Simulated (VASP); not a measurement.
# Li8LaNb7O23 (a cell with a defect) in VASP: notebook

Runs on Li8LaNb7O23 (a cell with a defect). Level: PBE. Tasks: single point.

Program: VASP 6.6.1. These are calculated values, not measurements. Logs are shortened: lines on timing, memory, paths and dates and some standing lists are left out, and cuts for length are marked.

### 1 The cell of the first run

The cell holds a defect, 39 atoms: a = 5.550 Å, b = 11.101 Å, c = 11.101 Å, α = 55.75°, β = 55.75°, γ = 55.75°.

### 2 Single point, PBE

Input file INCAR:

```
PREC = Accurate
ENCUT = 520
EDIFF = 1E-6
ISMEAR = 0
SIGMA = 0.01
LREAL = Auto
LASPH = True
NELM = 80
ALGO = Normal
ISIF = 2
LWAVE = False
LCHARG = True
GGA = PE
LELF = True
LVHAR = True
NBANDS = 157
```

Input file KPOINTS:

```
Automatic mesh
0
Gamma
  1 1 1
  0.25 0.25 0.25
```

Input file POSCAR:

```
Li8LaNb7O23
1.0
    2.5949501400      1.4981951600      4.6722232500
   -5.1899002700      2.9963903200      9.3444465000
    0.0000000000     -5.9927806400      9.3444465000
Li Nb O La
8 7 23 1
Direct
    0.7202064539      0.3558967122      0.3589398325
    0.1761107220      0.1145374772      0.1375837026
    0.7100180750      0.3621256078      0.8608286385
    0.2327658597      0.1099010027      0.6071246862
    0.7221343632      0.8518906238      0.3713774104
    0.2185966756      0.6068991722      0.1143678851
    0.7747933054      0.8185741319      0.8518645022
    0.2042874752      0.6042239581      0.6104293607
    0.9831754888      0.4955544928      0.5076495662
    0.5022024196      0.2473742815      0.2493168979
    0.9973763465      0.4973954804      1.0057615704
    0.9957160811      1.0070492080      0.5019852400
    0.5045222910      0.7443311505      0.2542497455
    0.9807078298      0.9859126375      1.0174703946
    0.5004239198      0.7490391426      0.7518097083
    0.2735100788      0.3224653683      0.4416862943
    0.6410941315      0.4431613677      0.1399230159
    0.8709174418      0.1412547963      0.3262260423
    0.4177456884      0.0621672776      0.3774261424
    0.8096442477      0.1931704535      0.0671134374
    0.1410568444      0.3894364531      0.1969767142
    0.2871079303      0.3140674205      0.9629871057
    0.6227498411      0.4513768388      0.6302205549
    1.0277000040      0.1347649096      0.8162482308
    0.8381362899      0.1909597365      0.5448404888
    0.0862593079      0.4198564405      0.6828930377
    0.2807466914      0.8324778995      0.4273411158
    0.6047139608      0.9704264018      0.0909093233
    0.8728528666      0.6571369649      0.3124286237
    0.3821640582      0.5751859484      0.3810550709
    0.7809956942      0.6922761882      0.0689770020
    0.1347455076      0.8948572314      0.1861078710
    0.2877342275      0.8154691675      0.9505478654
    0.6447604269      0.9445059798      0.6505193191
    0.8957778217      0.6340867885      0.8206948327
    0.3898302973      0.5720013536      0.8888277619
    0.7596730071      0.7074132703      0.5674086426
    0.1333421430      0.8933533841      0.7015444687
    0.4742405935      0.2244471750      0.7681917666
```

Potentials or basis: VASP PAW PBE potentials, release 64 (Li_sv, Nb_sv, O, La).

The run is started by

```
> cat potpaw_PBE.64/Li_sv/POTCAR potpaw_PBE.64/Nb_sv/POTCAR potpaw_PBE.64/O/POTCAR potpaw_PBE.64/La/POTCAR > POTCAR
> mpirun -np 1 vasp_std > vasp.out
```

OUTCAR:

```text
PREC = Accurate
   ENCUT = 520
   EDIFF = 1E-6
   ISMEAR = 0
   LREAL = Auto
   LASPH = True
   NELM = 80
   ISIF = 2
   GGA = PE

 ion  position               nearest neighbor table
   1  0.720  0.356  0.359-  25 1.99  21 2.08  30 2.13  18 2.21  17 2.26  16 2.28
   2  0.176  0.115  0.138-  18 1.87  28 1.94  22 2.10  20 2.13
   3  0.710  0.362  0.861-  26 2.03  36 2.05  20 2.12  22 2.19  24 2.27
   4  0.233  0.110  0.607-  24 2.04  16 2.06  34 2.09  25 2.21  38 2.28
   5  0.722  0.852  0.371-  37 1.89  19 1.98  32 2.13  29 2.18  27 2.27
   6  0.219  0.607  0.114-  29 2.06  17 2.06  33 2.07  21 2.26
   7  0.775  0.819  0.852-  35 1.94  38 2.00  31 2.00  34 2.15  11 2.78
   8  0.204  0.604  0.610-  23 2.01  35 2.06  26 2.08  37 2.27  27 2.27
   9  0.983  0.496  0.508-  23 1.84  16 1.90  26 1.92  29 2.04  30 2.23  37 2.25
  10  0.502  0.247  0.249-  19 1.87  21 1.89  20 1.92  18 2.10  16 2.15  17 2.16
  11  0.997  0.497  0.006-  22 1.87  17 1.87  35 1.92  31 2.11  21 2.13  36 2.18   7 2.78
  12  0.996  0.007  0.502-  18 1.90  34 1.90  25 1.94  27 1.96  38 2.18  19 2.19
  13  0.505  0.744  0.254-  30 1.83  31 1.92  32 2.01  29 2.02  27 2.06  28 2.28
  14  0.981  0.986  0.017-  28 1.84  24 1.86  33 1.89  32 1.99  20 2.21
  15  0.500  0.749  0.752-  37 1.86  36 1.87  38 1.90  35 2.16  33 2.17  34 2.19
  16  0.274  0.322  0.442-   9 1.90   4 2.06  10 2.15   1 2.28
  17  0.641  0.443  0.140-  11 1.87   6 2.06  10 2.16   1 2.26
  18  0.871  0.141  0.326-   2 1.87  12 1.90  10 2.10   1 2.21
  19  0.418  0.062  0.377-  10 1.87   5 1.98  12 2.19
  20  0.810  0.193  0.067-  10 1.92   3 2.12   2 2.13  14 2.21
  21  0.141  0.389  0.197-  10 1.89   1 2.08  11 2.13   6 2.26
  22  0.287  0.314  0.963-  11 1.87   2 2.10   3 2.19  39 2.34
  23  0.623  0.451  0.630-   9 1.84   8 2.01  39 2.44
  24  0.028  0.135  0.816-  14 1.86   4 2.04   3 2.27
  25  0.838  0.191  0.545-  12 1.94   1 1.99   4 2.21  39 2.22
  26  0.086  0.420  0.683-   9 1.92   3 2.03   8 2.08  39 2.23
  27  0.281  0.832  0.427-  12 1.96  13 2.06   5 2.27   8 2.27
  28  0.605  0.970  0.091-  14 1.84   2 1.94  13 2.28
  29  0.873  0.657  0.312-  13 2.02   9 2.04   6 2.06   5 2.18
  30  0.382  0.575  0.381-  13 1.83   1 2.13   9 2.23
  31  0.781  0.692  0.069-  13 1.92   7 2.00  11 2.11
  32  0.135  0.895  0.186-  14 1.99  13 2.01   5 2.13
  33  0.288  0.815  0.951-  14 1.89   6 2.07  15 2.17
  34  0.645  0.945  0.651-  12 1.90   4 2.09   7 2.15  15 2.19
  35  0.896  0.634  0.821-  11 1.92   7 1.94   8 2.06  15 2.16
  36  0.390  0.572  0.889-  15 1.87   3 2.05  11 2.18
  37  0.760  0.707  0.567-  15 1.86   5 1.89   9 2.25   8 2.27
  38  0.133  0.893  0.702-  15 1.90   7 2.00  12 2.18   4 2.28
  39  0.474  0.224  0.768-  25 2.22  26 2.23  22 2.34  23 2.44

  LATTYP: Found a base centered monoclinic cell.
 ALAT       =    15.1977748256
 B/A-ratio  =     0.6829815986
 C/A-ratio  =     0.3652177898
 COS(beta)  =    -0.0918250328

  Lattice vectors:

 A1 = (   7.7848504100,  -1.4981951600,  -4.6722232500)
 A2 = (   2.5949501400,   7.4909758000,  -4.6722232500)
 A3 = (   2.5949501400,   1.4981951600,   4.6722232500)

Analysis of symmetry for initial positions (statically):
=====================================================================
 Subroutine PRICEL returns:
 Original cell was already a primitive cell.

 Routine SETGRP: Setting up the symmetry group for a
 base centered monoclinic supercell.

 Subroutine GETGRP returns: Found  1 space group operations
 (whereof  1 operations were pure point group operations)
 out of a pool of  4 trial point group operations.

The static configuration has the point symmetry C_1 .

Analysis of symmetry for dynamics (positions and initial velocities):
=====================================================================
 Subroutine PRICEL returns:
 Original cell was already a primitive cell.

 Routine SETGRP: Setting up the symmetry group for a
 base centered monoclinic supercell.

 Subroutine GETGRP returns: Found  1 space group operations
 (whereof  1 operations were pure point group operations)
 out of a pool of  4 trial point group operations.

The dynamic configuration has the point symmetry C_1 .

 Subroutine INISYM returns: Found  1 space group operations
 (whereof  1 operations are pure point group operations),
 and found     1 'primitive' translations

----------------------------------------------------------------------------------------

                                     Primitive cell

  volume of cell :     435.9455

  direct lattice vectors                    reciprocal lattice vectors
     2.594950140  1.498195160  4.672223250     0.192681930  0.111244964  0.071343623
    -5.189900270  2.996390320  9.344446500    -0.096340965  0.055622482  0.035671811
     0.000000000 -5.992780640  9.344446500     0.000000000 -0.111244964  0.035671811

  length of vectors
     5.550497731 11.100995458 11.100995459     0.233648626  0.116824313  0.116824313

  position of ions in fractional coordinates (direct lattice)
     0.720206454  0.355896712  0.358939832
     0.176110722  0.114537477  0.137583703
     0.710018075  0.362125608  0.860828639
     0.232765860  0.109901003  0.607124686
     0.722134363  0.851890624  0.371377410
     0.218596676  0.606899172  0.114367885
[... 31 lines left out ...]
     0.133342143  0.893353384  0.701544469
     0.474240593  0.224447175  0.768191767

  ion indices of the primitive-cell ions
   primitive index   ion index
                 1           1
                 2           2
                 3           3
                 4           4
                 5           5
                 6           6
[... 31 lines left out ...]
                38          38
                39          39

----------------------------------------------------------------------------------------

 KPOINTS: Automatic mesh

Automatic generation of k-mesh.
 Grid dimensions read from file:
 generate k-points for:    1    1    1

 Generating k-lattice:

  Cartesian coordinates                     Fractional coordinates (reciprocal lattice)
     0.192681930  0.111244964  0.071343623     1.000000000 -0.000000000 -0.000000000
    -0.096340965  0.055622482  0.035671811    -0.000000000  1.000000000  0.000000000
     0.000000000 -0.111244964  0.035671811     0.000000000  0.000000000  1.000000000

  Length of vectors
     0.233648626  0.116824313  0.116824313

  Shift w.r.t. Gamma in fractional coordinates (k-lattice)
     0.250000000  0.250000000  0.250000000

 Subroutine IBZKPT returns following result:
 ===========================================

 Found      1 irreducible k-points:

 Following reciprocal coordinates:
            Coordinates               Weight
  0.250000  0.250000  0.250000      2.000000
   k-points           NKPTS =      1   k-points in BZ     NKDIM =      1   number of bands    NBANDS=    157
   number of dos      NEDOS =    301   number of ions     NIONS =     39
   total plane-waves  NPLWV = 296352
   dimension x,y,z NGX =    42 NGY =   84 NGZ =   84
   dimension x,y,z NGXF=    84 NGYF=  168 NGZF=  168
   ions per type =               8   7  23   1
   NGX,Y,Z   is equivalent  to a cutoff of  12.58, 12.58, 12.58 a.u.
   NGXF,Y,Z  is equivalent  to a cutoff of  25.16, 25.16, 25.16 a.u.
 SYSTEM =  unknown system
   PREC   = accura    normal or accurate (medium, high low for compatibility)
   ISTART =      0    job   : 0-new  1-cont  2-samecut
   ICHARG =      2    charge: 1-file 2-atom 10-const
   ISPIN  =      1    spin polarized calculation?
   LNONCOLLINEAR =      F non collinear calculations
   LSORBIT =      F    spin-orbit coupling
   LASPH  =      T    aspherical Exc in radial PAW
   ENCUT  =  520.0 eV  38.22 Ry    6.18 a.u.  10.32 20.64 20.64*2*pi/ulx,y,z
   NELM   =     80;   NELMIN=  2; NELMDL= -5     # of ELM steps
   EDIFF  = 0.1E-05   stopping-criterion for ELM
   LREAL  =      T    real-space projection
   EDIFFG = 0.1E-04   stopping-criterion for IOM
   NSW    =      0    number of steps for IOM
   IBRION =     -1    ionic relax: 0-MD 1-quasi-New 2-CG
   NFREE  =      0    steps in history (QN), initial steepest desc. (CG)
   ISIF   =      2    stress and relaxation
   ISYM   =      2    0-nonsym 1-usesym 2-fastsym
   POTIM  = 0.5000    time-step for ionic-motion
   TEBEG  =    0.0;   TEEND  =   0.0 temperature during run
   PSTRESS=    0.0 pullay stress
   NELECT =     264.0000    total number of electrons
   NUPDOWN=      -1.0000    fix difference up-down
   EMIN   =  10.00;   EMAX   =-10.00  energy-range for DOS
   EFERMI =   0.00;   METHOD = LEGACY
   ISMEAR =     0;   SIGMA  =   0.01  broadening in eV -4-tet -1-fermi 0-gaus
   EFERMI_NEDOS =   21; number of points for ismear=-14 and -15
   IALGO  =     38    algorithm
   IMIX   =      4    mixing-type and parameters
     AMIX     =   0.40;   BMIX     =  1.00
     AMIX_MAG =   1.60;   BMIX_MAG =  1.00
  volume/ion in A,a.u.               =      11.18        75.43
  Fermi-wavevector in a.u.,A,eV,Ry     =   1.385050  2.617365 26.100913  1.918363
  Thomas-Fermi vector in A             =   2.509496
   LORBIT       =      0    0 simple, 1 ext, 2 COOP (PROOUT), +10 PAW based schemes
   GGA     = PE    functional components
   LHFCALC =     F    Hartree Fock is set to
   AEXX    =    0.0000 exact exchange contribution
   IVDW    =     0    specifies the selected vdW correction
   LEPSILON=     F    determine dielectric tensor
   LRPA    =     F    only Hartree local field effects (RPA)
 non-spin polarized calculation
 Gauss-broadening in eV      SIGMA  =   0.01
  energy-cutoff  :      520.00
  volume of cell :      435.95
 maximum number of plane-waves:     11741
 NGX is ok and might be reduce to    42
   NGX = 21   NGY = 41   NGZ = 41

 number of electron     264.0000003 magnetization

 Free energy of the ion-electron system (eV)
  ---------------------------------------------------
  ext. energy  EPLUGINS =         0.00000000
  ---------------------------------------------------
  free energy    TOTEN  =      -307.12410800 eV

  energy without entropy =     -307.12410800  energy(sigma->0) =     -307.12410800

 E-fermi :   3.8257     XC(G=0): -10.5853

 val. band max:        3.6518243406   @ k =   0.2500   0.2500   0.2500
 cond. band min:       7.1113514895   @ k =   0.2500   0.2500   0.2500
 fundamental gap:      3.4595271488
 Fermi energy:         3.8256582597

 k-point     1 :       0.2500    0.2500    0.2500
  band No.  band energies     occupation
      1     -50.7581      2.00000
      2     -50.7461      2.00000
      3     -50.7080      2.00000
      4     -50.6644      2.00000
      5     -50.6632      2.00000
      6     -50.5578      2.00000
[... 136 lines left out ...]
    143       8.0785      0.00000
    144       8.1524      0.00000
 [bands above 144 left out]

------------------------ aborting loop because EDIFF is reached ----------------------------------------

  FORCE on cell =-STRESS in cart. coord.  units (eV):
  Direction    XX          YY          ZZ          XY          YZ          ZX
  --------------------------------------------------------------------------------------
  -------------------------------------------------------------------------------------
  Total        4.7770327      6.3560522      4.1571131      1.0858933      2.6339238     -1.6267202
  in kB       17.5564443     23.3596216     15.2781295      3.9908509      9.6801382     -5.9784858
  external PRESSURE =      18.7313985 kB  Pullay stress =       0.0000000 kB

 VOLUME and BASIS-vectors are now :
 -----------------------------------------------------------------------------
  energy-cutoff  :      520.00
  volume of cell :      435.95
      direct lattice vectors                 reciprocal lattice vectors
     2.594950140  1.498195160  4.672223250     0.192681930  0.111244964  0.071343623
    -5.189900270  2.996390320  9.344446500    -0.096340965  0.055622482  0.035671811
     0.000000000 -5.992780640  9.344446500     0.000000000 -0.111244964  0.035671811

 POSITION                                       TOTAL-FORCE (eV/Angst)
 -----------------------------------------------------------------------------------
      0.02183     -0.00563     10.04472        -0.005138     -0.001508     -0.002482
     -0.13744     -0.21746      3.17876         0.002249      0.015412     -0.003026
     -0.03693     -3.00994     14.74519         0.003849     -0.002026     -0.012804
      0.03364     -2.96033      7.78774        -0.003964     -0.002081     -0.010172
     -2.54732      1.40891     14.80474        -0.001411      0.006414     -0.014019
     -2.58250      1.46063      7.76117         0.002832      0.002845     -0.002839
[... 31 lines left out ...]
     -4.29040     -1.32759     15.52644        -0.014248      0.007542     -0.017190
      0.06577     -3.22057     11.49142        -0.048138      0.039486     -0.005026
 -----------------------------------------------------------------------------------
    total drift:                               -0.002877      0.015882      0.000099

  FREE ENERGIE OF THE ION-ELECTRON SYSTEM (eV)
  ---------------------------------------------------
  free  energy   TOTEN  =      -307.1241080028 eV

  energy  without entropy=     -307.1241080028  energy(sigma->0) =     -307.12410800
```

Run time: 5.3 min. Hardware: 1 thread of Intel Xeon Platinum 8259CL at 2.50GHz (Skylake/Cascade Lake), shared host; peak memory 0.66 GiB.

What came out:

```
Free energy            : -307.1241 eV
Largest force          : 0.062 eV/Å
Band gap on the k mesh : 3.46 eV
```

Forces on the atoms (eV/Å):
```
Li  -0.005 -0.002 -0.002
Li   0.002  0.015 -0.003
Li   0.004 -0.002 -0.013
Li  -0.004 -0.002 -0.010
Li  -0.001  0.006 -0.014
Li   0.003  0.003 -0.003
Li  -0.013  0.004  0.007
Li  -0.004  0.000 -0.002
Nb  -0.014  0.024  0.020
Nb   0.004  0.004  0.053
Nb   0.012  0.017  0.029
Nb  -0.009  0.020  0.013
Nb  -0.012  0.018  0.024
Nb   0.011 -0.026  0.028
Nb   0.003  0.023  0.042
O    0.008  0.013 -0.017
O    0.001 -0.017 -0.017
O   -0.008 -0.019 -0.004
O   -0.011 -0.017 -0.016
O   -0.006 -0.013 -0.012
O   -0.002  0.010 -0.012
O    0.015  0.009 -0.010
O    0.011 -0.015 -0.019
O    0.002  0.017  0.017
O    0.008 -0.021  0.010
O    0.017  0.007  0.017
O    0.004  0.004 -0.012
O    0.006 -0.030 -0.015
O    0.007 -0.027  0.004
O   -0.003 -0.008 -0.015
O   -0.002 -0.021  0.001
O    0.013  0.014  0.003
O   -0.002  0.000 -0.016
O    0.021  0.001  0.002
O    0.000 -0.006 -0.014
O   -0.007 -0.016 -0.014
O    0.013 -0.016 -0.005
O   -0.014  0.008 -0.017
La  -0.048  0.039 -0.005
```

Caveat: the k points lie up to 1.14 Å⁻¹ apart, too coarse for converged energies, forces and pressures; the cutoff is under 1.25 times the usual one of these potentials, so pressure, stress and relaxed cells hold a basis-set (Pulay) error; spin-orbit coupling is left out, which moves the levels of the heavy elements.

### 3 Single point, PBE

Input file INCAR:

```
PREC = Accurate ; ENCUT = 520
EDIFF = 1E-7 ; ISMEAR = 0
SIGMA = 0.01 ; LREAL = Auto
LASPH = T ; NELM = 80
ALGO = Normal ; ISIF = 2
LWAVE = F ; LCHARG = F
GGA = PE ; NBANDS = 157
```

KPOINTS is that of step 2.

Edit POSCAR of step 2 so:

```diff
@@ -2,5 +2,5 @@
 1.0
-    2.5949501400      1.4981951600      4.6722232500
-   -5.1899002700      2.9963903200      9.3444465000
-    0.0000000000     -5.9927806400      9.3444465000
+    2.5949501352      1.4981951591      4.6722232478
+   -5.1899002704      2.9963903182      9.3444464955
+    0.0000000000     -5.9927806363      9.3444464955
 Li Nb O La
```

Potentials or basis: VASP PAW PBE potentials, release 64 (Li_sv, Nb_sv, O, La).

The run is started by

```
> cat potpaw_PBE.64/Li_sv/POTCAR potpaw_PBE.64/Nb_sv/POTCAR potpaw_PBE.64/O/POTCAR potpaw_PBE.64/La/POTCAR > POTCAR
> mpirun -np 1 vasp_std > vasp.out
```

Wall time 5.3 min (1 thread of Intel Xeon Platinum 8259CL at 2.50GHz (Skylake/Cascade Lake), shared host); peak memory 0.65 GiB.

The run converged. Its results:

| Item | Value |
| --- | --- |
| Free energy | -307.1241 eV |
| Largest force | 0.061 eV/Å |
| Band gap on the k mesh | 3.46 eV |

Forces in eV/Å, atoms in the order of the input:
```
Li  -0.005 -0.002 -0.002
Li   0.002  0.015 -0.003
Li   0.004 -0.002 -0.013
Li  -0.004 -0.002 -0.010
Li  -0.001  0.006 -0.014
Li   0.003  0.003 -0.003
Li  -0.014  0.003  0.007
Li  -0.004  0.000 -0.002
Nb  -0.014  0.024  0.020
Nb   0.004  0.004  0.053
Nb   0.012  0.018  0.029
Nb  -0.009  0.020  0.013
Nb  -0.012  0.018  0.024
Nb   0.011 -0.026  0.028
Nb   0.003  0.023  0.042
O    0.008  0.013 -0.017
O    0.001 -0.017 -0.017
O   -0.007 -0.019 -0.004
O   -0.011 -0.017 -0.016
O   -0.006 -0.013 -0.012
O   -0.002  0.010 -0.012
O    0.015  0.009 -0.010
O    0.011 -0.015 -0.019
O    0.002  0.017  0.017
O    0.007 -0.022  0.010
O    0.017  0.006  0.017
O    0.004  0.004 -0.012
O    0.006 -0.030 -0.015
O    0.007 -0.027  0.004
O   -0.003 -0.008 -0.015
O   -0.002 -0.020  0.001
O    0.013  0.015  0.003
O   -0.002  0.000 -0.016
O    0.021  0.001  0.002
O    0.000 -0.006 -0.014
O   -0.008 -0.016 -0.015
O    0.013 -0.016 -0.005
O   -0.014  0.007 -0.017
La  -0.047  0.039 -0.005
```

Levels at points of the mesh, in eV from the valence-band top:
| k point | band 128 | band 129 | band 130 | band 131 | band 132 | band 133 | band 134 | band 135 | band 136 | band 137 |
| --- | --- | --- | --- | --- | --- | --- | --- | --- | --- | --- |
| (0.25, 0.25, 0.25) | -0.26 | -0.21 | -0.18 | -0.08 | 0.00 | 3.46 | 3.57 | 3.71 | 3.77 | 3.89 |

Caveat: the k points lie up to 1.14 Å⁻¹ apart, too coarse for converged energies, forces and pressures; the cutoff is under 1.25 times the usual one of these potentials, so pressure, stress and relaxed cells hold a basis-set (Pulay) error; spin-orbit coupling is left out, which moves the levels of the heavy elements.
